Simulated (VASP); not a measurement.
# Ru (Fm-3m) in VASP: a series of runs

The runs below take Ru through single point, with PBE.

Program: VASP 6.6.1. These are calculated values, not measurements. Logs are shortened: lines on timing, memory, paths and dates and some standing lists are left out, and cuts for length are marked.

### 1 The cell of the first run

The structure is cubic, space group Fm-3m (No. 225). The conventional cell has a = 3.911 Å, b = 3.911 Å, c = 3.911 Å, α = 90.00°, β = 90.00°, γ = 90.00°. Within 3.6 Å of Ru (site symmetry m-3m) lie 12 Ru at 2.77 Å.

### 2 Single point, PBE (volume scaled by 1.08)

File INCAR:

```
  ALGO = Normal
  EDIFF = 1E-7
  ENCUT = 520
  GGA = PE
  ISIF = 2
  ISMEAR = -1
  LASPH = T
  LCHARG = F
  LREAL = F
  LWAVE = F
  NBANDS = 13
  NELM = 100
  PREC = Accurate
  SIGMA = 0.1
```

File KPOINTS:

```
k-points
0
Gamma
  23 23 23
```

File POSCAR:

```
Ru
1.0
    0.0000000000      1.9556723296      1.9556723296
    1.9556723296      0.0000000000      1.9556723296
    1.9556723296      1.9556723296      0.0000000000
Ru
1
Direct
    0.0000000000      0.0000000000      0.0000000000
```

Potentials or basis: VASP PAW PBE potentials, release 64 (Ru_pv).

On the command line:

```bash
cat potpaw_PBE.64/Ru_pv/POTCAR > POTCAR
mpirun -np 1 vasp_std > vasp.out
```

OUTCAR:

```text
EDIFF = 1E-7
   ENCUT = 520
   GGA = PE
   ISIF = 2
   ISMEAR = -1
   LASPH = T
   LREAL = F
   NELM = 100
   PREC = Accurate

 ion  position               nearest neighbor table
   1  0.000  0.000  0.000-

  LATTYP: Found a face centered cubic cell.
 ALAT       =     3.9113446592

  Lattice vectors:

 A1 = (   0.0000000000,   1.9556723296,   1.9556723296)
 A2 = (   1.9556723296,   0.0000000000,   1.9556723296)
 A3 = (   1.9556723296,   1.9556723296,   0.0000000000)

Analysis of symmetry for initial positions (statically):
=====================================================================
 Subroutine PRICEL returns:
 Original cell was already a primitive cell.

 Routine SETGRP: Setting up the symmetry group for a
 face centered cubic supercell.

 Subroutine GETGRP returns: Found 48 space group operations
 (whereof 48 operations were pure point group operations)
 out of a pool of 48 trial point group operations.

The static configuration has the point symmetry O_h .

Analysis of symmetry for dynamics (positions and initial velocities):
=====================================================================
 Subroutine PRICEL returns:
 Original cell was already a primitive cell.

 Routine SETGRP: Setting up the symmetry group for a
 face centered cubic supercell.

 Subroutine GETGRP returns: Found 48 space group operations
 (whereof 48 operations were pure point group operations)
 out of a pool of 48 trial point group operations.

The dynamic configuration has the point symmetry O_h .

 Subroutine INISYM returns: Found 48 space group operations
 (whereof 48 operations are pure point group operations),
 and found     1 'primitive' translations

----------------------------------------------------------------------------------------

                                     Primitive cell

  volume of cell :      14.9595

  direct lattice vectors                    reciprocal lattice vectors
     0.000000000  1.955672330  1.955672330    -0.255666551  0.255666551  0.255666551
     1.955672330  0.000000000  1.955672330     0.255666551 -0.255666551  0.255666551
     1.955672330  1.955672330  0.000000000     0.255666551  0.255666551 -0.255666551

  length of vectors
     2.765738332  2.765738332  2.765738332     0.442827457  0.442827457  0.442827457

  position of ions in fractional coordinates (direct lattice)
     0.000000000  0.000000000  0.000000000

  ion indices of the primitive-cell ions
   primitive index   ion index
                 1           1

----------------------------------------------------------------------------------------

 KPOINTS: k-points

Automatic generation of k-mesh.
 Grid dimensions read from file:
 generate k-points for:   23   23   23

 Generating k-lattice:

  Cartesian coordinates                     Fractional coordinates (reciprocal lattice)
    -0.011115937  0.011115937  0.011115937     0.043478261  0.000000000  0.000000000
     0.011115937 -0.011115937  0.011115937     0.000000000  0.043478261  0.000000000
     0.011115937  0.011115937 -0.011115937     0.000000000  0.000000000  0.043478261

  Length of vectors
     0.019253368  0.019253368  0.019253368

  Shift w.r.t. Gamma in fractional coordinates (k-lattice)
     0.000000000  0.000000000  0.000000000

 Subroutine IBZKPT returns following result:
 ===========================================

 Found    364 irreducible k-points:

 Following reciprocal coordinates:
            Coordinates               Weight
  0.000000  0.000000  0.000000      1.000000
  0.043478  0.000000  0.000000      8.000000
  0.086957  0.000000  0.000000      8.000000
  0.130435  0.000000  0.000000      8.000000
  0.173913  0.000000  0.000000      8.000000
  0.217391  0.000000  0.000000      8.000000
[... 16 lines left out ...]
  0.478261  0.043478  0.000000     24.000000
 -0.478261  0.043478  0.000000     24.000000
 [... further k-points ...]
   k-points           NKPTS =    364   k-points in BZ     NKDIM =    364   number of bands    NBANDS=     13
   number of dos      NEDOS =    301   number of ions     NIONS =      1
   total plane-waves  NPLWV =  13824
   dimension x,y,z NGX =    24 NGY =   24 NGZ =   24
   dimension x,y,z NGXF=    48 NGYF=   48 NGZF=   48
   ions per type =               1
   NGX,Y,Z   is equivalent  to a cutoff of  14.43, 14.43, 14.43 a.u.
   NGXF,Y,Z  is equivalent  to a cutoff of  28.85, 28.85, 28.85 a.u.
 SYSTEM =  unknown system
   PREC   = accura    normal or accurate (medium, high low for compatibility)
   ISTART =      0    job   : 0-new  1-cont  2-samecut
   ICHARG =      2    charge: 1-file 2-atom 10-const
   ISPIN  =      1    spin polarized calculation?
   LNONCOLLINEAR =      F non collinear calculations
   LSORBIT =      F    spin-orbit coupling
   LASPH  =      T    aspherical Exc in radial PAW
   ENCUT  =  520.0 eV  38.22 Ry    6.18 a.u.   5.14  5.14  5.14*2*pi/ulx,y,z
   NELM   =    100;   NELMIN=  2; NELMDL= -5     # of ELM steps
   EDIFF  = 0.1E-06   stopping-criterion for ELM
   LREAL  =      F    real-space projection
   EDIFFG = 0.1E-05   stopping-criterion for IOM
   NSW    =      0    number of steps for IOM
   IBRION =     -1    ionic relax: 0-MD 1-quasi-New 2-CG
   NFREE  =      0    steps in history (QN), initial steepest desc. (CG)
   ISIF   =      2    stress and relaxation
   ISYM   =      2    0-nonsym 1-usesym 2-fastsym
   POTIM  = 0.5000    time-step for ionic-motion
   TEBEG  =    0.0;   TEEND  =   0.0 temperature during run
   PSTRESS=    0.0 pullay stress
   NELECT =      14.0000    total number of electrons
   NUPDOWN=      -1.0000    fix difference up-down
   EMIN   =  10.00;   EMAX   =-10.00  energy-range for DOS
   EFERMI =   0.00;   METHOD = LEGACY
   ISMEAR =    -1;   SIGMA  =   0.10  broadening in eV -4-tet -1-fermi 0-gaus
   EFERMI_NEDOS =   21; number of points for ismear=-14 and -15
   IALGO  =     38    algorithm
   IMIX   =      4    mixing-type and parameters
     AMIX     =   0.40;   BMIX     =  1.00
     AMIX_MAG =   1.60;   BMIX_MAG =  1.00
  volume/ion in A,a.u.               =      14.96       100.95
  Fermi-wavevector in a.u.,A,eV,Ry     =   1.601320  3.026056 34.888403  2.564225
  Thomas-Fermi vector in A             =   2.698317
   LORBIT       =      0    0 simple, 1 ext, 2 COOP (PROOUT), +10 PAW based schemes
   GGA     = PE    functional components
   LHFCALC =     F    Hartree Fock is set to
   AEXX    =    0.0000 exact exchange contribution
   IVDW    =     0    specifies the selected vdW correction
   LEPSILON=     F    determine dielectric tensor
   LRPA    =     F    only Hartree local field effects (RPA)
 non-spin polarized calculation
  energy-cutoff  :      520.00
  volume of cell :       14.96
 maximum number of plane-waves:       419
 NGX is ok and might be reduce to    24
   NGX = 11   NGY = 11   NGZ = 11

 number of electron      14.0000002 magnetization

 Free energy of the ion-electron system (eV)
  ---------------------------------------------------
  ext. energy  EPLUGINS =         0.00000000
  ---------------------------------------------------
  free energy    TOTEN  =        -9.06603693 eV

  energy without entropy =       -9.02437886  energy(sigma->0) =       -9.04520790

 E-fermi :  11.0785     XC(G=0): -13.5240

 val. band max:       11.0699535362   @ k =   0.4348   0.3043   0.1304
 cond. band min:      11.0787073496   @ k =  -0.1739   0.0435   0.0000
 fundamental gap:      0.0087538134
 Fermi energy:        11.0785483416

 k-point     1 :       0.0000    0.0000    0.0000
  band No.  band energies     occupation
      1     -31.3373      2.00000
      2     -31.3373      2.00000
      3     -31.3373      2.00000
      4       3.7365      2.00000
      5       8.8414      2.00000
      6       8.8414      2.00000
      7       8.8414      2.00000
      8      10.9466      1.57820
      9      10.9466      1.57820
     10      21.7355      0.00000
     11      26.1593      0.00000
     12      31.3735      0.00000
     13      31.3735      0.00000

 k-point     2 :       0.0435    0.0000    0.0000
  band No.  band energies     occupation
      1     -31.3521      2.00000
      2     -31.3392      2.00000
      3     -31.3392      2.00000
      4       3.8103      2.00000
      5       8.8046      2.00000
      6       8.8717      2.00000
      7       8.8717      2.00000
      8      10.9281      1.63658
      9      10.9281      1.63658
     10      21.7355      0.00000
     11      26.2756      0.00000
     12      30.9595      0.00000
     13      31.4872      0.00000

 k-point     3 :       0.0870    0.0000    0.0000
  band No.  band energies     occupation
      1     -31.3954      2.00000
      2     -31.3450      2.00000
      3     -31.3450      2.00000
      4       4.0262      2.00000
      5       8.7047      2.00000
      6       8.9557      2.00000
      7       8.9557      2.00000
      8      10.8816      1.75514
      9      10.8816      1.75514
     10      21.7355      0.00000
     11      26.6047      0.00000
     12      30.0113      0.00000
     13      31.8218      0.00000
[... 305 lines left out ...]
 k-point    23 :       0.4783    0.0435    0.0000
  band No.  band energies     occupation
      1     -32.0921      2.00000
      2     -31.4493      2.00000
      3     -31.4463      2.00000
      4       5.7663      2.00000
      5       8.6955      2.00000
      6       8.8118      2.00000
      7      11.3426      0.13317
      8      12.5499      0.00000
      9      13.0239      0.00000
     10      20.2118      0.00000
     11      21.7370      0.00000
     12      25.8873      0.00000
     13      31.2585      0.00000

 k-point    24 :      -0.4783    0.0435    0.0000
  band No.  band energies     occupation
      1     -32.1010      2.00000
      2     -31.4533      2.00000
      3     -31.4450      2.00000
      4       5.7563      2.00000
      5       8.6883      2.00000
      6       8.7903      2.00000
      7      11.4857      0.03352
      8      12.5272      0.00000
      9      13.1770      0.00000
     10      19.9863      0.00000
     11      21.7369      0.00000
     12      25.8280      0.00000
     13      31.1114      0.00000

 [... further k-points ...]
[... 5 lines left out ...]
  --------------------------------------------------------------------------------------
  -------------------------------------------------------------------------------------
  Total       -1.8318214     -1.8318214     -1.8318214      0.0000000      0.0000000     -0.0000000
  in kB     -196.1893563   -196.1893563   -196.1893563      0.0000000      0.0000000     -0.0000000
  external PRESSURE =    -196.1893563 kB  Pullay stress =       0.0000000 kB

 VOLUME and BASIS-vectors are now :
 -----------------------------------------------------------------------------
  energy-cutoff  :      520.00
  volume of cell :       14.96
      direct lattice vectors                 reciprocal lattice vectors
     0.000000000  1.955672330  1.955672330    -0.255666551  0.255666551  0.255666551
     1.955672330  0.000000000  1.955672330     0.255666551 -0.255666551  0.255666551
     1.955672330  1.955672330  0.000000000     0.255666551  0.255666551 -0.255666551

 POSITION                                       TOTAL-FORCE (eV/Angst)
 -----------------------------------------------------------------------------------
      0.00000      0.00000      0.00000         0.000000      0.000000      0.000000
 -----------------------------------------------------------------------------------
    total drift:                                0.000000     -0.000000     -0.000000

  FREE ENERGIE OF THE ION-ELECTRON SYSTEM (eV)
  ---------------------------------------------------
  free  energy   TOTEN  =        -9.0660369326 eV

  energy  without entropy=       -9.0243788584  energy(sigma->0) =       -9.04520790
```

It took 42 s on 1 thread of AMD EPYC 9R45 (Zen 5), shared host; peak memory 0.16 GiB.

What came out:

```yaml
Free_energy: -9.0660 eV
Pressure: -19.6 GPa
Band_gap_on_the_k_mesh: zero (band 7 reaches 12.96 eV, above the bottom of band 8 at 10.01 eV)
```

Levels at points of the mesh, in eV from the Fermi level:
| k point | band 5 | band 6 | band 7 | band 8 | band 9 | band 10 |
| --- | --- | --- | --- | --- | --- | --- |
| (0.00, 0.00, 0.00) | -2.24 | -2.24 | -2.24 | -0.13 | -0.13 | 10.66 |

Caveat: the cell differs from its parent crystal (volume scaled by 1.08).

### 3 Single point, PBE (volume scaled by 1.12)

File INCAR:

```
ALGO = Normal
EDIFF = 1E-6
ENCUT = 520
GGA = PE
ISIF = 2
ISMEAR = -1
LASPH = True
LCHARG = True
LELF = True
LREAL = False
LVHAR = True
LWAVE = False
NBANDS = 13
NELM = 80
PREC = Accurate
SIGMA = 0.1
```

KPOINTS is that of step 2.

File POSCAR:

```
Ru
1.0
    0.0000000000      1.9795243429      1.9795243429
    1.9795243429      0.0000000000      1.9795243429
    1.9795243429      1.9795243429      0.0000000000
Ru
1
Direct
    0.0000000000      0.0000000000      0.0000000000
```

Potentials or basis: VASP PAW PBE potentials, release 64 (Ru_pv).

On the command line:

```bash
cat potpaw_PBE.64/Ru_pv/POTCAR > POTCAR
mpirun -np 1 vasp_std > vasp.out
```

It took 40 s on 1 thread of AMD EPYC 9R45 (Zen 5), shared host; peak memory 0.16 GiB.

Results (log left out):

```
Free energy            : -8.9866 eV
Pressure               : -26.3 GPa
Band gap on the k mesh : zero (band 7 reaches 12.25 eV, above the bottom of band 8 at 9.48 eV)
```

Levels at points of the mesh, in eV from the Fermi level:
```csv
k point,band 4,band 5,band 6,band 7,band 8,band 9,band 10,band 11
"(0.00, 0.00, 0.00)",-7.13,-2.12,-2.12,-2.12,-0.13,-0.13,10.71,15.07
```

Caveat: the cell differs from its parent crystal (volume scaled by 1.12).

### 4 Single point, PBE, non-collinear spin, zero start, spin-orbit coupling

This run uses another cell than the first one, of 13.85 Å³/atom, 0.926 times its volume.

File INCAR:

```
SYSTEM = Ru
PREC = Accurate
ENCUT = 520
EDIFF = 1E-7
ISMEAR = -1
SIGMA = 0.1
LREAL = .False.
LASPH = .True.
NELM = 150
ALGO = Normal
ISIF = 2
LWAVE = .False.
LCHARG = .False.
LNONCOLLINEAR = .True.
MAGMOM = 0 0 0
LORBIT = 11
LSORBIT = .True.
GGA_COMPAT = .False.
LORBMOM = .True.
LMAXMIX = 4
GGA = PE
NBANDS = 25
```

File KPOINTS:

```
Automatic mesh
0
Gamma
  14 14 14
  0 0 0
```

File POSCAR:

```
Ru
1.0
    0.0000000000      1.9061401940      1.9061401940
    1.9061401940      0.0000000000      1.9061401940
    1.9061401940      1.9061401940      0.0000000000
Ru
1
Direct
    0.0000000000      0.0000000000      0.0000000000
```

On the command line:

```bash
cat potpaw_PBE.64/Ru_pv/POTCAR > POTCAR
mpirun -np 1 vasp_ncl > vasp.out
```

Run time: 40 s. Hardware: 1 thread of AMD EPYC 9R45 (Zen 5), shared host; peak memory 0.16 GiB.

It converged, with:

- Free energy: -9.2698 eV
- Pressure: 0.2 GPa
- Net moment: 0.00 μB per cell
- Valence electrons inside the program's atomic spheres: Ru 12.63

Moments on the atoms (μB; x, y, z):
```
Ru  0.00 0.00 0.00
```

### 5 Overview

| spin | cell | k mesh | gap on the mesh (eV) | pressure (GPa) |
| --- | --- | --- | --- | --- |
| off | a = 2.766 Å, angles 60.0°, 1 atom | 23 × 23 × 23 | none | -19.6 |
| off | a = 2.799 Å, angles 60.0°, 1 atom | 23 × 23 × 23 | none | -26.3 |
| non-collinear, zero start, SOC | a = 2.696 Å, angles 60.0°, 1 atom | 14 × 14 × 14 | - | 0.2 |

Alike in all rows: task single point; level PBE; potentials or basis VASP PAW PBE potentials, release 64 (Ru_pv); cutoff (eV) 520; smearing fermi-dirac 0.1 eV.

Total energies depend on the potentials used, so only differences within one code and one set of settings carry meaning.
